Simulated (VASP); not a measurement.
Ta3SnO4:

```
Ta Sn O
1.0
     4.52693    0.00000    0.00000
     0.00000    4.52693    0.00000
     0.00000    0.00000    4.52693
Ta Sn O
3 1 4
Direct
  0.00000 0.50000 0.50000
  0.50000 0.00000 0.50000
  0.50000 0.50000 0.00000
  0.00000 0.00000 0.00000
  0.50000 0.00000 0.00000
  0.50000 0.50000 0.50000
  0.00000 0.00000 0.50000
  0.00000 0.50000 0.00000
```

The cell was built from a structure type or drawn by symmetry, and may not be a known phase.

Base run:

```yaml
Program: VASP 6.6.1
Functional: PBE
Potentials_or_basis: VASP PAW PBE potentials, release 64 (Ta_pv, Sn_d, O)
Cutoff: 520 eV
k_mesh: 4 × 4 × 4
Occupations: gaussian, width 0.1 eV
Spin: no spin polarisation
```

Its results: pressure 16.3 GPa.

**Question.** The run is repeated on the same cell with these changes: spin from no spin polarisation to collinear spin; further incar settings from ALGO = Normal; EDIFF = 1e-07; NBANDS = 46 to ALGO = Normal; EDIFF = 1e-06; NBANDS = 50. What comes out?

**Answer.** Pressure 16.3 GPa; net moment 1.18 μB per cell; site moments Ta +0.21; Sn +0.07; O +0.05, +0.03 (each value once) μB.

Caveats: the cell stands under pressure; an odd number of electrons without spin polarisation forces a metal (at least some runs); a magnetic or distorted state may lie lower (at least some runs).
